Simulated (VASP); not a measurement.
# Tl (Cmmm) in VASP: single point with PBE

Aim: the single point of Tl with PBE.

Program: VASP 6.6.1. These are calculated values, not measurements. Logs are shortened: lines on timing, memory, paths and dates and some standing lists are left out, and cuts for length are marked.

### Step 1. The cell of the first run

The typed cell holds 1 atom: a = 3.410 Å, b = 3.410 Å, c = 3.272 Å, α = 90.00°, β = 90.00°, γ = 119.97°.

### Step 2. Single point, PBE

Input file INCAR:

```
PREC = Accurate ; ENCUT = 520
EDIFF = 1E-6 ; ISMEAR = 0
SIGMA = 0.1 ; LREAL = F
LASPH = T ; NELM = 80
ALGO = Fast ; ISIF = 2
LWAVE = F ; LCHARG = F
GGA = PE ; NBANDS = 12
```

Input file KPOINTS:

```
regular mesh
0
Gamma
  18 18 18
```

Input file POSCAR:

```
Tl
1.0
    1.7057415511     -2.9528591597      0.0000000000
    1.7057415511      2.9528591597      0.0000000000
    0.0000000000      0.0000000000      3.2720459111
Tl
1
Direct
    0.0000000000      0.0000000000      0.0000000000
```

Potentials or basis: VASP PAW PBE potentials, release 64 (Tl_d).

Command:

```console
$ cat potpaw_PBE.64/Tl_d/POTCAR > POTCAR
$ mpirun -np 1 vasp_std > vasp.out
```

OUTCAR:

```text
PREC = Accurate
   ENCUT = 520
   EDIFF = 1E-6
   ISMEAR = 0
   LREAL = F
   LASPH = T
   NELM = 80
   ISIF = 2
   GGA = PE

 ion  position               nearest neighbor table
   1  0.000  0.000  0.000-

  LATTYP: Found a base centered orthorhombic cell.
 ALAT       =     3.4114831022
 B/A-ratio  =     1.7311292897
 C/A-ratio  =     0.9591271049

  Lattice vectors:

 A1 = (   1.7057415511,  -2.9528591597,   0.0000000000)
 A2 = (   1.7057415511,   2.9528591597,   0.0000000000)
 A3 = (   0.0000000000,   0.0000000000,   3.2720459111)

Analysis of symmetry for initial positions (statically):
=====================================================================
 Subroutine PRICEL returns:
 Original cell was already a primitive cell.

 Routine SETGRP: Setting up the symmetry group for a
 base centered orthorhombic supercell.

 Subroutine GETGRP returns: Found  8 space group operations
 (whereof  8 operations were pure point group operations)
 out of a pool of  8 trial point group operations.

The static configuration has the point symmetry D_2h.

Analysis of symmetry for dynamics (positions and initial velocities):
=====================================================================
 Subroutine PRICEL returns:
 Original cell was already a primitive cell.

 Routine SETGRP: Setting up the symmetry group for a
 base centered orthorhombic supercell.

 Subroutine GETGRP returns: Found  8 space group operations
 (whereof  8 operations were pure point group operations)
 out of a pool of  8 trial point group operations.

The dynamic configuration has the point symmetry D_2h.

 Subroutine INISYM returns: Found  8 space group operations
 (whereof  8 operations are pure point group operations),
 and found     1 'primitive' translations

----------------------------------------------------------------------------------------

                                     Primitive cell

  volume of cell :      32.9614

  direct lattice vectors                    reciprocal lattice vectors
     1.705741551 -2.952859160  0.000000000     0.293127643 -0.169327412  0.000000000
     1.705741551  2.952859160  0.000000000     0.293127643  0.169327412  0.000000000
     0.000000000  0.000000000  3.272045911     0.000000000  0.000000000  0.305619184

  length of vectors
     3.410121912  3.410121912  3.272045911     0.338519700  0.338519700  0.305619184

  position of ions in fractional coordinates (direct lattice)
     0.000000000  0.000000000  0.000000000

  ion indices of the primitive-cell ions
   primitive index   ion index
                 1           1

----------------------------------------------------------------------------------------

 KPOINTS: regular mesh

Automatic generation of k-mesh.
 Grid dimensions read from file:
 generate k-points for:   18   18   18

 Generating k-lattice:

  Cartesian coordinates                     Fractional coordinates (reciprocal lattice)
     0.016284869 -0.009407078  0.000000000     0.055555556  0.000000000  0.000000000
     0.016284869  0.009407078  0.000000000     0.000000000  0.055555556  0.000000000
     0.000000000  0.000000000  0.016978844     0.000000000  0.000000000  0.055555556

  Length of vectors
     0.018806650  0.018806650  0.016978844

  Shift w.r.t. Gamma in fractional coordinates (k-lattice)
     0.000000000  0.000000000  0.000000000

 Subroutine IBZKPT returns following result:
 ===========================================

 Found    910 irreducible k-points:

 Following reciprocal coordinates:
            Coordinates               Weight
  0.000000  0.000000  0.000000      1.000000
  0.055556 -0.000000  0.000000      4.000000
  0.111111 -0.000000  0.000000      4.000000
  0.166667 -0.000000  0.000000      4.000000
  0.222222 -0.000000  0.000000      4.000000
  0.277778 -0.000000  0.000000      4.000000
[... 16 lines left out ...]
 -0.277778  0.055556  0.000000      4.000000
 -0.222222  0.055556  0.000000      4.000000
 [... further k-points ...]
   k-points           NKPTS =    910   k-points in BZ     NKDIM =    910   number of bands    NBANDS=     12
   number of dos      NEDOS =    301   number of ions     NIONS =      1
   total plane-waves  NPLWV =  18816
   dimension x,y,z NGX =    28 NGY =   28 NGZ =   24
   dimension x,y,z NGXF=    56 NGYF=   56 NGZF=   48
   ions per type =               1
   NGX,Y,Z   is equivalent  to a cutoff of  13.65, 13.65, 12.19 a.u.
   NGXF,Y,Z  is equivalent  to a cutoff of  27.30, 27.30, 24.39 a.u.
 SYSTEM =  unknown system
   PREC   = accura    normal or accurate (medium, high low for compatibility)
   ISTART =      0    job   : 0-new  1-cont  2-samecut
   ICHARG =      2    charge: 1-file 2-atom 10-const
   ISPIN  =      1    spin polarized calculation?
   LNONCOLLINEAR =      F non collinear calculations
   LSORBIT =      F    spin-orbit coupling
   LASPH  =      T    aspherical Exc in radial PAW
   ENCUT  =  520.0 eV  38.22 Ry    6.18 a.u.   6.34  6.34  6.08*2*pi/ulx,y,z
   NELM   =     80;   NELMIN=  2; NELMDL= -5     # of ELM steps
   EDIFF  = 0.1E-05   stopping-criterion for ELM
   LREAL  =      F    real-space projection
   EDIFFG = 0.1E-04   stopping-criterion for IOM
   NSW    =      0    number of steps for IOM
   IBRION =     -1    ionic relax: 0-MD 1-quasi-New 2-CG
   NFREE  =      0    steps in history (QN), initial steepest desc. (CG)
   ISIF   =      2    stress and relaxation
   ISYM   =      2    0-nonsym 1-usesym 2-fastsym
   POTIM  = 0.5000    time-step for ionic-motion
   TEBEG  =    0.0;   TEEND  =   0.0 temperature during run
   PSTRESS=    0.0 pullay stress
   NELECT =      13.0000    total number of electrons
   NUPDOWN=      -1.0000    fix difference up-down
   EMIN   =  10.00;   EMAX   =-10.00  energy-range for DOS
   EFERMI =   0.00;   METHOD = LEGACY
   ISMEAR =     0;   SIGMA  =   0.10  broadening in eV -4-tet -1-fermi 0-gaus
   EFERMI_NEDOS =   21; number of points for ismear=-14 and -15
   IALGO  =     68    algorithm
   IMIX   =      4    mixing-type and parameters
     AMIX     =   0.40;   BMIX     =  1.00
     AMIX_MAG =   1.60;   BMIX_MAG =  1.00
  volume/ion in A,a.u.               =      32.96       222.43
  Fermi-wavevector in a.u.,A,eV,Ry     =   1.200570  2.268748 19.611008  1.441368
  Thomas-Fermi vector in A             =   2.336402
   LORBIT       =      0    0 simple, 1 ext, 2 COOP (PROOUT), +10 PAW based schemes
   GGA     = PE    functional components
   LHFCALC =     F    Hartree Fock is set to
   AEXX    =    0.0000 exact exchange contribution
   IVDW    =     0    specifies the selected vdW correction
   LEPSILON=     F    determine dielectric tensor
   LRPA    =     F    only Hartree local field effects (RPA)
 non-spin polarized calculation
 RMM-DIIS sequential band-by-band and
 Gauss-broadening in eV      SIGMA  =   0.10
  energy-cutoff  :      520.00
  volume of cell :       32.96
 maximum number of plane-waves:       912
 NGX is ok and might be reduce to    28
   NGX = 13   NGY = 13   NGZ = 13

 number of electron      12.9999995 magnetization

 Free energy of the ion-electron system (eV)
  ---------------------------------------------------
  ext. energy  EPLUGINS =         0.00000000
  ---------------------------------------------------
  free energy    TOTEN  =        -2.14437005 eV

  energy without entropy =       -2.14195709  energy(sigma->0) =       -2.14316357

 E-fermi :   5.3374     XC(G=0):  -9.4526

 val. band max:        5.3064047704   @ k =   0.2778   0.2222   0.2222
 cond. band min:       5.3581937421   @ k =  -0.4444   0.2222   0.0000
 fundamental gap:      0.0517889716
 Fermi energy:         5.3374109376

 k-point     1 :       0.0000    0.0000    0.0000
  band No.  band energies     occupation
      1      -6.7939      2.00000
      2      -6.3614      2.00000
      3      -6.3600      2.00000
      4      -5.9478      2.00000
      5      -5.9476      2.00000
      6      -4.1255      2.00000
      7      11.3954      0.00000
      8      13.7957      0.00000
      9      13.8037      0.00000
     10      14.9167      0.00000
     11      16.1825      0.00000
     12      18.0230      0.00000

 k-point     2 :       0.0556   -0.0000    0.0000
  band No.  band energies     occupation
      1      -6.7863      2.00000
      2      -6.3655      2.00000
      3      -6.3462      2.00000
      4      -5.9549      2.00000
      5      -5.9492      2.00000
      6      -4.0687      2.00000
      7      11.4657      0.00000
      8      13.0735      0.00000
      9      13.6096      0.00000
     10      15.0433      0.00000
     11      15.9514      0.00000
     12      18.4150      0.00000

 k-point     3 :       0.1111   -0.0000    0.0000
  band No.  band energies     occupation
      1      -6.7659      2.00000
      2      -6.3781      2.00000
      3      -6.3053      2.00000
      4      -5.9755      2.00000
      5      -5.9539      2.00000
      6      -3.8966      2.00000
      7      11.6416      0.00000
      8      11.6743      0.00000
      9      13.1285      0.00000
     10      15.1084      0.00000
     11      15.6389      0.00000
     12      19.1543      0.00000
[... 286 lines left out ...]
 k-point    23 :      -0.2778    0.0556    0.0000
  band No.  band energies     occupation
      1      -6.6948      2.00000
      2      -6.4253      2.00000
      3      -6.1212      2.00000
      4      -6.0662      2.00000
      5      -5.9770      2.00000
      6      -2.8966      2.00000
      7       7.6506      0.00000
      8      11.0902      0.00000
      9      12.7839      0.00000
     10      15.0846      0.00000
     11      15.8800      0.00000
     12      20.8119      0.00000

 k-point    24 :      -0.2222    0.0556    0.0000
  band No.  band energies     occupation
      1      -6.7194      2.00000
      2      -6.4067      2.00000
      3      -6.2008      2.00000
      4      -6.0280      2.00000
      5      -5.9674      2.00000
      6      -3.3694      2.00000
      7       9.1897      0.00000
      8      11.7125      0.00000
      9      12.2780      0.00000
     10      15.2409      0.00000
     11      15.7616      0.00000
     12      19.7638      0.00000

 [... further k-points ...]

------------------------ aborting loop because EDIFF is reached ----------------------------------------

  FORCE on cell =-STRESS in cart. coord.  units (eV):
  Direction    XX          YY          ZZ          XY          YZ          ZX
  --------------------------------------------------------------------------------------
  -------------------------------------------------------------------------------------
  Total       -0.0159752     -0.0137865     -0.0150861      0.0000000      0.0000000      0.0000000
  in kB       -0.7765178     -0.6701308     -0.7333020      0.0000000      0.0000000      0.0000000
  external PRESSURE =      -0.7266502 kB  Pullay stress =       0.0000000 kB

 VOLUME and BASIS-vectors are now :
 -----------------------------------------------------------------------------
  energy-cutoff  :      520.00
  volume of cell :       32.96
      direct lattice vectors                 reciprocal lattice vectors
     1.705741551 -2.952859160  0.000000000     0.293127643 -0.169327412  0.000000000
     1.705741551  2.952859160  0.000000000     0.293127643  0.169327412  0.000000000
     0.000000000  0.000000000  3.272045911     0.000000000  0.000000000  0.305619184

 POSITION                                       TOTAL-FORCE (eV/Angst)
 -----------------------------------------------------------------------------------
      0.00000      0.00000      0.00000         0.000000      0.000000      0.000000
 -----------------------------------------------------------------------------------
    total drift:                               -0.000000      0.000000      0.000000

  FREE ENERGIE OF THE ION-ELECTRON SYSTEM (eV)
  ---------------------------------------------------
  free  energy   TOTEN  =        -2.1443700451 eV

  energy  without entropy=       -2.1419570908  energy(sigma->0) =       -2.14316357
```

Wall time 2.7 min (1 thread of Intel Xeon Platinum 8488C (Sapphire Rapids), shared host); peak memory 0.43 GiB.

Results:

```yaml
Free_energy: -2.1444 eV
Pressure: -0.1 GPa
```

Caveat: spin-orbit coupling is left out, which moves the levels of the heavy elements.
